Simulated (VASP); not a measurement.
Input of a VASP 6.6.1 run:

Contents of INCAR:

```
PREC = Accurate
ENCUT = 600
EDIFF = 1E-6
ISMEAR = 0
SIGMA = 0.02
LREAL = False
LASPH = True
NELM = 120
ALGO = Normal
ISIF = 2
LWAVE = False
LCHARG = False
GGA = PS
NBANDS = 27
GGA_COMPAT = False
```

File KPOINTS:

```
Automatic mesh
0
Gamma
  8 8 8
```

The input POSCAR:

```
KTaO3
1.0
    4.1298509695      0.0000000000      0.0000000000
    0.0000000000      4.1298509695      0.0000000000
    0.0000000000      0.0000000000      3.9400831396
K Ta O
1 1 3
Direct
    0.0000000000      0.0000000000      0.0000000000
    0.5000000000      0.5000000000      0.5000000000
    0.5000000000      0.5000000000      0.0000000000
    0.5000000000      0.0000000000      0.5000000000
    0.0000000000      0.5000000000      0.5000000000
```

Potentials or basis: VASP PAW PBE potentials, release 64 (K_sv, Ta_pv, O).

The run is started by

```console
$ cat potpaw_PBE.64/K_sv/POTCAR potpaw_PBE.64/Ta_pv/POTCAR potpaw_PBE.64/O/POTCAR > POTCAR
$ mpirun -np 1 vasp_std > vasp.out
```

Predict the band gap on the k mesh.

1.88 eV, indirect (least direct gap 2.51 eV).

Estimate the pressure.

-9.4 GPa.

Stress tensor (GPa, compression positive):
```
-14.48   0.00   0.00
  0.00 -14.48   0.00
  0.00   0.00   0.63
```

Caveat: the PAW data sets were made with another functional, which shifts forces and pressure a little; spin-orbit coupling is left out, which moves the levels of the heavy elements. A k mesh can miss the band edges.
